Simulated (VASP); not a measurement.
# ZrSi7 (P-43m) in VASP: notebook

Runs on ZrSi7. Level: PBE. Tasks: single point, relaxation of cell and atoms.

All numbers are computed with VASP 6.6.1; they aren't measurements. Logs are shortened: lines on timing, memory, paths and dates and some standing lists are left out, and cuts for length are marked.

### Step 1. The cell of the first run

Symmetry: P-43m, No. 215, cubic system. Conventional cell: a = 5.650 Å, b = 5.650 Å, c = 5.650 Å, α = 90.00°, β = 90.00°, γ = 90.00°. Zr (site symmetry -43m) has 4 Si at 2.60 Å within 3.4 Å. Within 3.2 Å of Si (site symmetry 3m) lie 3 Si at 2.40 Å and 1 Zr at 2.60 Å. Si (site symmetry -42m) has 4 Si at 2.40 Å within 3.2 Å.

### Step 2. Single point, PBE

The input, INCAR:

```
ALGO     = Normal         # electronic algorithm
EDIFF    = 1E-6           # SCF threshold, eV
ENCUT    = 520            # plane-wave cutoff, eV
GGA      = PE             # functional
ISIF     = 2              # what is computed and relaxed
ISMEAR   = 0              # smearing method
LASPH    = T              # aspherical terms in the spheres
LCHARG   = T              # write CHGCAR
LELF     = T              # ELF
LREAL    = F              # projectors in reciprocal space
LVHAR    = T            
LWAVE    = F              # write WAVECAR
NBANDS   = 30             # bands
NELM     = 60             # most SCF steps
PREC     = Accurate       # precision mode
SIGMA    = 0.1            # smearing width, eV
```

The input, KPOINTS:

```
k-points
0
Gamma
  4 4 4
```

The input, POSCAR:

```
ZrSi7
1.0
    5.6503526372      0.0000000000      0.0000000000
    0.0000000000      5.6503526372      0.0000000000
    0.0000000000      0.0000000000      5.6503526372
Zr Si
1 7
Direct
    0.0000000000      0.0000000000      0.0000000000
    0.2659116153      0.2659116153      0.2659116153
    0.0000000000      0.5000000000      0.5000000000
    0.5000000000      0.5000000000      0.0000000000
    0.5000000000      0.0000000000      0.5000000000
    0.7340883847      0.2659116153      0.7340883847
    0.7340883847      0.7340883847      0.2659116153
    0.2659116153      0.7340883847      0.7340883847
```

Potentials or basis: VASP PAW PBE potentials, release 64 (Zr_sv, Si).

Run with:

```console
$ cat potpaw_PBE.64/Zr_sv/POTCAR potpaw_PBE.64/Si/POTCAR > POTCAR
$ mpirun -np 1 vasp_std > vasp.out
```

OUTCAR:

```text
EDIFF = 1E-6
   ENCUT = 520
   GGA = PE
   ISIF = 2
   ISMEAR = 0
   LASPH = T
   LREAL = F
   NELM = 60
   PREC = Accurate

 ion  position               nearest neighbor table
   1  0.000  0.000  0.000-   2 2.60   6 2.60   7 2.60   8 2.60
   2  0.266  0.266  0.266-   3 2.40   4 2.40   5 2.40   1 2.60
   3  0.000  0.500  0.500-   2 2.40   6 2.40   7 2.40   8 2.40
   4  0.500  0.500  0.000-   2 2.40   6 2.40   7 2.40   8 2.40
   5  0.500  0.000  0.500-   2 2.40   6 2.40   7 2.40   8 2.40
   6  0.734  0.266  0.734-   3 2.40   4 2.40   5 2.40   1 2.60
   7  0.734  0.734  0.266-   3 2.40   4 2.40   5 2.40   1 2.60
   8  0.266  0.734  0.734-   3 2.40   4 2.40   5 2.40   1 2.60

  LATTYP: Found a simple cubic cell.
 ALAT       =     5.6503526372

  Lattice vectors:

 A1 = (   5.6503526372,   0.0000000000,   0.0000000000)
 A2 = (   0.0000000000,   5.6503526372,   0.0000000000)
 A3 = (   0.0000000000,   0.0000000000,   5.6503526372)

Analysis of symmetry for initial positions (statically):
=====================================================================
 Subroutine PRICEL returns:
 Original cell was already a primitive cell.

 Routine SETGRP: Setting up the symmetry group for a
 simple cubic supercell.

 Subroutine GETGRP returns: Found 24 space group operations
 (whereof 24 operations were pure point group operations)
 out of a pool of 48 trial point group operations.

The static configuration has the point symmetry T_d .

Analysis of symmetry for dynamics (positions and initial velocities):
=====================================================================
 Subroutine PRICEL returns:
 Original cell was already a primitive cell.

 Routine SETGRP: Setting up the symmetry group for a
 simple cubic supercell.

 Subroutine GETGRP returns: Found 24 space group operations
 (whereof 24 operations were pure point group operations)
 out of a pool of 48 trial point group operations.

The dynamic configuration has the point symmetry T_d .

 Subroutine INISYM returns: Found 24 space group operations
 (whereof 24 operations are pure point group operations),
 and found     1 'primitive' translations

----------------------------------------------------------------------------------------

                                     Primitive cell

  volume of cell :     180.3959

  direct lattice vectors                    reciprocal lattice vectors
     5.650352637  0.000000000  0.000000000     0.176980104  0.000000000  0.000000000
     0.000000000  5.650352637  0.000000000     0.000000000  0.176980104  0.000000000
     0.000000000  0.000000000  5.650352637     0.000000000  0.000000000  0.176980104

  length of vectors
     5.650352637  5.650352637  5.650352637     0.176980104  0.176980104  0.176980104

  position of ions in fractional coordinates (direct lattice)
     0.000000000  0.000000000  0.000000000
     0.265911615  0.265911615  0.265911615
     0.000000000  0.500000000  0.500000000
     0.500000000  0.500000000  0.000000000
     0.500000000  0.000000000  0.500000000
     0.734088385  0.265911615  0.734088385
     0.734088385  0.734088385  0.265911615
     0.265911615  0.734088385  0.734088385

  ion indices of the primitive-cell ions
   primitive index   ion index
                 1           1
                 2           2
                 3           3
                 4           4
                 5           5
                 6           6
                 7           7
                 8           8

----------------------------------------------------------------------------------------

 KPOINTS: k-points

Automatic generation of k-mesh.
 Grid dimensions read from file:
 generate k-points for:    4    4    4

 Generating k-lattice:

  Cartesian coordinates                     Fractional coordinates (reciprocal lattice)
     0.044245026  0.000000000  0.000000000     0.250000000  0.000000000  0.000000000
     0.000000000  0.044245026  0.000000000     0.000000000  0.250000000  0.000000000
     0.000000000  0.000000000  0.044245026     0.000000000  0.000000000  0.250000000

  Length of vectors
     0.044245026  0.044245026  0.044245026

  Shift w.r.t. Gamma in fractional coordinates (k-lattice)
     0.000000000  0.000000000  0.000000000

 Subroutine IBZKPT returns following result:
 ===========================================

 Found     10 irreducible k-points:

 Following reciprocal coordinates:
            Coordinates               Weight
  0.000000  0.000000  0.000000      1.000000
  0.250000  0.000000  0.000000      6.000000
  0.500000  0.000000  0.000000      3.000000
  0.250000  0.250000  0.000000     12.000000
  0.500000  0.250000  0.000000     12.000000
  0.500000  0.500000  0.000000      3.000000
  0.250000  0.250000  0.250000      8.000000
  0.500000  0.250000  0.250000     12.000000
  0.500000  0.500000  0.250000      6.000000
  0.500000  0.500000  0.500000      1.000000
   k-points           NKPTS =     10   k-points in BZ     NKDIM =     10   number of bands    NBANDS=     30
   number of dos      NEDOS =    301   number of ions     NIONS =      8
   total plane-waves  NPLWV =  74088
   dimension x,y,z NGX =    42 NGY =   42 NGZ =   42
   dimension x,y,z NGXF=    84 NGYF=   84 NGZF=   84
   ions per type =               1   7
   NGX,Y,Z   is equivalent  to a cutoff of  12.36, 12.36, 12.36 a.u.
   NGXF,Y,Z  is equivalent  to a cutoff of  24.71, 24.71, 24.71 a.u.
 SYSTEM =  unknown system
   PREC   = accura    normal or accurate (medium, high low for compatibility)
   ISTART =      0    job   : 0-new  1-cont  2-samecut
   ICHARG =      2    charge: 1-file 2-atom 10-const
   ISPIN  =      1    spin polarized calculation?
   LNONCOLLINEAR =      F non collinear calculations
   LSORBIT =      F    spin-orbit coupling
   LASPH  =      T    aspherical Exc in radial PAW
   ENCUT  =  520.0 eV  38.22 Ry    6.18 a.u.  10.51 10.51 10.51*2*pi/ulx,y,z
   NELM   =     60;   NELMIN=  2; NELMDL= -5     # of ELM steps
   EDIFF  = 0.1E-05   stopping-criterion for ELM
   LREAL  =      F    real-space projection
[... 7 lines left out ...]
   TEBEG  =    0.0;   TEEND  =   0.0 temperature during run
   PSTRESS=    0.0 pullay stress
   NELECT =      40.0000    total number of electrons
   NUPDOWN=      -1.0000    fix difference up-down
   EMIN   =  10.00;   EMAX   =-10.00  energy-range for DOS
   EFERMI =   0.00;   METHOD = LEGACY
   ISMEAR =     0;   SIGMA  =   0.10  broadening in eV -4-tet -1-fermi 0-gaus
   EFERMI_NEDOS =   21; number of points for ismear=-14 and -15
   IALGO  =     38    algorithm
   IMIX   =      4    mixing-type and parameters
     AMIX     =   0.40;   BMIX     =  1.00
     AMIX_MAG =   1.60;   BMIX_MAG =  1.00
  volume/ion in A,a.u.               =      22.55       152.17
  Fermi-wavevector in a.u.,A,eV,Ry     =   0.990876  1.872484 13.358677  0.981835
  Thomas-Fermi vector in A             =   2.122577
   LORBIT       =      0    0 simple, 1 ext, 2 COOP (PROOUT), +10 PAW based schemes
   GGA     = PE    functional components
   LHFCALC =     F    Hartree Fock is set to
   AEXX    =    0.0000 exact exchange contribution
   IVDW    =     0    specifies the selected vdW correction
   LEPSILON=     F    determine dielectric tensor
   LRPA    =     F    only Hartree local field effects (RPA)
 non-spin polarized calculation
 Gauss-broadening in eV      SIGMA  =   0.10
  energy-cutoff  :      520.00
  volume of cell :      180.40
 maximum number of plane-waves:      4945
   NGX = 21   NGY = 21   NGZ = 21

 number of electron      40.0000003 magnetization

 Free energy of the ion-electron system (eV)
  ---------------------------------------------------
  ext. energy  EPLUGINS =         0.00000000
  ---------------------------------------------------
  free energy    TOTEN  =       -44.15198080 eV

  energy without entropy =      -44.14239403  energy(sigma->0) =      -44.14718742

 E-fermi :   5.1786     XC(G=0):  -9.2222

 val. band max:        5.0952842649   @ k =   0.5000   0.0000   0.0000
 cond. band min:       5.3141196379   @ k =   0.2500   0.0000   0.0000
 fundamental gap:      0.2188353730
 Fermi energy:         5.1785724216

 k-point     1 :       0.0000    0.0000    0.0000
  band No.  band energies     occupation
      1     -43.4109      2.00000
      2     -21.4943      2.00000
      3     -21.4943      2.00000
      4     -21.4943      2.00000
      5      -5.8442      2.00000
      6      -2.5206      2.00000
[... 22 lines left out ...]
     29       9.1811      0.00000
     30       9.3553      0.00000

 k-point     2 :       0.2500    0.0000    0.0000
  band No.  band energies     occupation
      1     -43.4109      2.00000
      2     -21.4946      2.00000
      3     -21.4942      2.00000
      4     -21.4942      2.00000
      5      -5.6197      2.00000
      6      -3.6641      2.00000
[... 22 lines left out ...]
     29       8.5041      0.00000
     30       9.2833      0.00000

 k-point     3 :       0.5000    0.0000    0.0000
  band No.  band energies     occupation
      1     -43.4109      2.00000
      2     -21.4951      2.00000
      3     -21.4942      2.00000
      4     -21.4942      2.00000
      5      -5.1867      2.00000
      6      -4.4913      2.00000
[... 22 lines left out ...]
     29       9.6604      0.00000
     30       9.8845      0.00000

 k-point     4 :       0.2500    0.2500    0.0000
  band No.  band energies     occupation
      1     -43.4109      2.00000
      2     -21.4946      2.00000
      3     -21.4946      2.00000
      4     -21.4942      2.00000
      5      -5.4019      2.00000
      6      -3.7248      2.00000
[... 154 lines left out ...]
     29       8.7502      0.00000
     30       8.9643      0.00000

 k-point     9 :       0.5000    0.5000    0.2500
  band No.  band energies     occupation
      1     -43.4109      2.00000
      2     -21.4949      2.00000
      3     -21.4949      2.00000
      4     -21.4945      2.00000
      5      -4.3100      2.00000
      6      -4.1651      2.00000
[... 22 lines left out ...]
     29       8.8066      0.00000
     30       8.9700      0.00000

 k-point    10 :       0.5000    0.5000    0.5000
  band No.  band energies     occupation
      1     -43.4109      2.00000
      2     -21.4948      2.00000
      3     -21.4948      2.00000
      4     -21.4948      2.00000
      5      -4.1057      2.00000
      6      -4.1057      2.00000
[... 22 lines left out ...]
     29       9.4024      0.00000
     30       9.4024      0.00000

------------------------ aborting loop because EDIFF is reached ----------------------------------------

  FORCE on cell =-STRESS in cart. coord.  units (eV):
  Direction    XX          YY          ZZ          XY          YZ          ZX
  --------------------------------------------------------------------------------------
  -------------------------------------------------------------------------------------
  Total       -0.0788780     -0.0788780     -0.0788780      0.0000000      0.0000000      0.0000000
  in kB       -0.7005508     -0.7005508     -0.7005508      0.0000000      0.0000000      0.0000000
  external PRESSURE =      -0.7005508 kB  Pullay stress =       0.0000000 kB

 VOLUME and BASIS-vectors are now :
 -----------------------------------------------------------------------------
  energy-cutoff  :      520.00
  volume of cell :      180.40
      direct lattice vectors                 reciprocal lattice vectors
     5.650352637  0.000000000  0.000000000     0.176980104  0.000000000  0.000000000
     0.000000000  5.650352637  0.000000000     0.000000000  0.176980104  0.000000000
     0.000000000  0.000000000  5.650352637     0.000000000  0.000000000  0.176980104

 POSITION                                       TOTAL-FORCE (eV/Angst)
 -----------------------------------------------------------------------------------
      0.00000      0.00000      0.00000         0.000000      0.000000      0.000000
      1.50249      1.50249      1.50249        -0.000668     -0.000668     -0.000668
      0.00000      2.82518      2.82518         0.000000      0.000000      0.000000
      2.82518      2.82518      0.00000         0.000000      0.000000      0.000000
      2.82518      0.00000      2.82518         0.000000      0.000000      0.000000
      4.14786      1.50249      4.14786         0.000668     -0.000668      0.000668
      4.14786      4.14786      1.50249         0.000668      0.000668     -0.000668
      1.50249      4.14786      4.14786        -0.000668      0.000668      0.000668
 -----------------------------------------------------------------------------------
    total drift:                                0.000000      0.000000      0.000000

  FREE ENERGIE OF THE ION-ELECTRON SYSTEM (eV)
  ---------------------------------------------------
  free  energy   TOTEN  =       -44.1519808010 eV

  energy  without entropy=      -44.1423940297  energy(sigma->0) =      -44.14718742
```

It took 65 s on 1 thread of Intel Xeon Platinum 8259CL at 2.50GHz (Skylake/Cascade Lake), shared host; peak memory 0.26 GiB.

What came out:

* Free energy: -44.1520 eV
* Pressure: -0.1 GPa
* Band gap on the k mesh: zero (band 20 reaches 5.10 eV, above the bottom of band 21 at 5.07 eV)

### Step 3. Single point, PBE

The input, INCAR:

```
SYSTEM = ZrSi7
  ALGO = Normal
  EDIFF = 1E-6
  ENCUT = 520
  GGA = PE
  ISIF = 2
  ISMEAR = 0
  LASPH = .True.
  LCHARG = .True.
  LELF = .True.
  LREAL = .False.
  LVHAR = .True.
  LWAVE = .False.
  NBANDS = 30
  NELM = 100
  PREC = Accurate
  SIGMA = 0.1
```

The input, KPOINTS:

```
k-points
0
Gamma
  6 6 6
  0 0 0
```

POSCAR is that of step 2.

Potentials or basis: VASP PAW PBE potentials, release 64 (Zr_sv, Si).

Run with:

```console
$ cat potpaw_PBE.64/Zr_sv/POTCAR potpaw_PBE.64/Si/POTCAR > POTCAR
$ mpirun -np 1 vasp_std > vasp.out
```

It took 2.1 min on 1 thread of Intel Xeon Platinum 8259CL at 2.50GHz (Skylake/Cascade Lake), shared host; peak memory 0.29 GiB.

The run converged. Its results:

* Free energy: -44.1599 eV
* Pressure: -0.1 GPa
* Band gap on the k mesh: zero (band 20 reaches 5.09 eV, above the bottom of band 21 at 5.07 eV)

Levels at points of the mesh, in eV from the Fermi level:
```tsv
k point	band 16	band 17	band 18	band 19	band 20	band 21	band 22	band 23	band 24	band 25
(0.00, 0.00, 0.00)	-1.93	-1.93	-0.69	-0.69	-0.69	-0.10	-0.10	0.85	1.24	1.24
(0.50, 0.00, 0.00)	-2.13	-2.13	-1.00	-0.07	-0.07	1.00	1.19	1.56	1.85	2.19
(0.50, 0.50, 0.00)	-1.66	-1.42	-1.34	-0.09	-0.09	1.32	1.46	1.87	2.10	2.10
(0.50, 0.50, 0.50)	-1.13	-1.13	-0.73	-0.73	-0.73	1.02	1.02	1.27	1.27	1.27
```

### Step 4. Relaxation of cell and atoms, PBE

This run uses another cell than the first one, of 23.56 Å³/atom, 1.045 times its volume.

The input, INCAR:

```
PREC = Accurate ; ENCUT = 600
EDIFF = 1E-6 ; ISMEAR = 0
SIGMA = 0.1 ; LREAL = F
LASPH = T ; NELM = 100
ALGO = Normal ; ISIF = 3
LWAVE = F ; LCHARG = F
GGA = PE ; IBRION = 2
NSW = 100 ; EDIFFG = -0.05
```

The input, KPOINTS:

```
regular mesh
0
Gamma
  4 4 4
```

The input, POSCAR:

```
ZrSi7
1.0
    5.7334857981      0.0000000000      0.0000000000
    0.0000000000      5.7334857981      0.0000000000
    0.0000000000      0.0000000000      5.7334857981
Zr Si
1 7
Direct
    0.0000000000      0.0000000000      0.0000000000
    0.2526152100      0.2526152100      0.2526152100
    0.0000000000      0.5000000000      0.5000000000
    0.5000000000      0.5000000000      0.0000000000
    0.5000000000      0.0000000000      0.5000000000
    0.7473847900      0.2526152100      0.7473847900
    0.7473847900      0.7473847900      0.2526152100
    0.2526152100      0.7473847900      0.7473847900
```

Run with:

```console
$ cat potpaw_PBE.64/Zr_sv/POTCAR potpaw_PBE.64/Si/POTCAR > POTCAR
$ mpirun -np 1 vasp_std > vasp.out
```

Run time: 5 min. Hardware: 1 thread of Intel Xeon Platinum 8259CL at 2.50GHz (Skylake/Cascade Lake), shared host; peak memory 0.36 GiB.

Results (log left out):

```yaml
Free_energy: -44.1530 eV
Relaxed_volume: 22.54 Å³/atom
Relaxed_cell: a = 5.649 Å, b = 5.649 Å, c = 5.649 Å, α = 90.00°, β = 90.00°, γ = 90.00°
Space_group_after_relaxing_to_0.05_Å: P-43m (No. 215)
Energy_gained_by_relaxing: 67.9 meV/atom
Ionic_steps: 6
Pressure_after_relaxing: 0.0 GPa
Largest_force_after_relaxing: 0.020 eV/Å
Band_gap_on_the_k_mesh: zero (band 20 reaches 5.10 eV, above the bottom of band 21 at 5.07 eV)
```

Forces on the atoms (eV/Å):
```
Zr   0.000  0.000  0.000
Si   0.012  0.012  0.012
Si   0.000  0.000  0.000
Si   0.000  0.000  0.000
Si   0.000  0.000  0.000
Si  -0.012  0.012 -0.012
Si  -0.012 -0.012  0.012
Si   0.012 -0.012 -0.012
```

The path:
```
step  energy change (eV)  largest force (eV/Å)  pressure (GPa)  volume (Å³)
   1              0.0000                1.9635           -1.24       188.48
   2             -0.4967                0.5087           -0.86       183.53
   3             -0.5409                0.0532           -0.54       181.51
   4             -0.5408                0.0154           -0.57       181.65
   5             -0.5422                0.0434            0.37       179.41
   6             -0.5432                0.0200            0.00       180.29
```

Final structure:
```
Zr Si
1.0
     5.64927    0.00000    0.00000
     0.00000    5.64927    0.00000
     0.00000    0.00000    5.64927
Zr Si
1 7
Direct
  0.00000 0.00000 0.00000
  0.26578 0.26578 0.26578
  0.00000 0.50000 0.50000
  0.50000 0.50000 0.00000
  0.50000 0.00000 0.50000
  0.73422 0.26578 0.73422
  0.73422 0.73422 0.26578
  0.26578 0.73422 0.73422
```

Levels at points of the mesh, in eV from the Fermi level:
| k point | band 18 | band 19 | band 20 | band 21 | band 22 | band 23 |
| --- | --- | --- | --- | --- | --- | --- |
| (0.00, 0.00, 0.00) | -0.70 | -0.70 | -0.70 | -0.11 | -0.11 | 0.85 |
| (0.50, 0.00, 0.00) | -1.01 | -0.08 | -0.08 | 0.99 | 1.18 | 1.56 |
| (0.50, 0.50, 0.00) | -1.35 | -0.10 | -0.10 | 1.31 | 1.45 | 1.86 |
| (0.50, 0.50, 0.50) | -0.74 | -0.74 | -0.74 | 1.01 | 1.01 | 1.26 |

Caveat: the relaxation stopped at a loose force limit of 0.05 eV/Å, so its end isn't a converged minimum.

### Step 5. The runs side by side

| task | cell | k mesh | cutoff (eV) | gap on the mesh (eV) | pressure (GPa) |
| --- | --- | --- | --- | --- | --- |
| single point | a = 5.650 Å, 8 atoms | 4 × 4 × 4 | 520 | none | -0.1 |
| single point | a = 5.650 Å, 8 atoms | 6 × 6 × 6 | 520 | none | -0.1 |
| relaxation of cell and atoms | relaxed from a = 5.733 Å, 8 atoms | 4 × 4 × 4 | 600 | none | 0.0 |

Alike in all rows: level PBE; potentials or basis VASP PAW PBE potentials, release 64 (Zr_sv, Si); no spin polarisation; smearing gaussian 0.1 eV.

Caveats: the relaxation stopped at a loose force limit of 0.05 eV/Å, so its end isn't a converged minimum (some runs).

Total energies depend on the potentials used, so only differences within one code and one set of settings carry meaning.
